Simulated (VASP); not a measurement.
Write the native input for VASP 6.6.1 that does the following.

```
Task                   : single point
Functional             : PBEsol
Potentials or basis    : VASP PAW PBE potentials, release 64 (Na_pv)
Cutoff                 : 520 eV
k mesh                 : 18 × 18 × 18
Occupations            : gaussian, width 0.15 eV
Spin                   : no spin polarisation
Dipole correction      : no
Further INCAR settings : ALGO = Normal; EDIFF = 1e-06; NBANDS = 10
```

The structure of Na lies in POSCAR:

```
Na
1.0
   -2.1175000000      2.1175000000      2.1175000000
    2.1175000000     -2.1175000000      2.1175000000
    2.1175000000      2.1175000000     -2.1175000000
Na
1
Direct
    0.0000000000      0.0000000000      0.0000000000
```

These files were run (other wordings do the same):

INCAR

```
SYSTEM = Na
  PREC = Accurate
  ENCUT = 520
  EDIFF = 1E-6
  ISMEAR = 0
  SIGMA = 0.15
  LREAL = .FALSE.
  LASPH = .TRUE.
  NELM = 80
  ALGO = Normal
  ISIF = 2
  LWAVE = .FALSE.
  LCHARG = .FALSE.
  GGA = PS
  NBANDS = 10
```

KPOINTS

```
Automatic mesh
0
G
  18 18 18
  0 0 0
```

Potentials or basis: VASP PAW PBE potentials, release 64 (Na_pv).

Run with:

```console
$ cat potpaw_PBE.64/Na_pv/POTCAR > POTCAR
$ mpirun -np 1 vasp_std > vasp.out
```

It gave:

* Pressure: -0.3 GPa
* Band gap on the k mesh: zero (an odd number of electrons rules out a gap without spin polarisation)

Caveat: the PAW data sets were made with another functional, which shifts forces and pressure a little.

It took 66 s on 1 thread of Intel Xeon 8259CL, with other jobs on the host, peak memory 0.19 GiB.
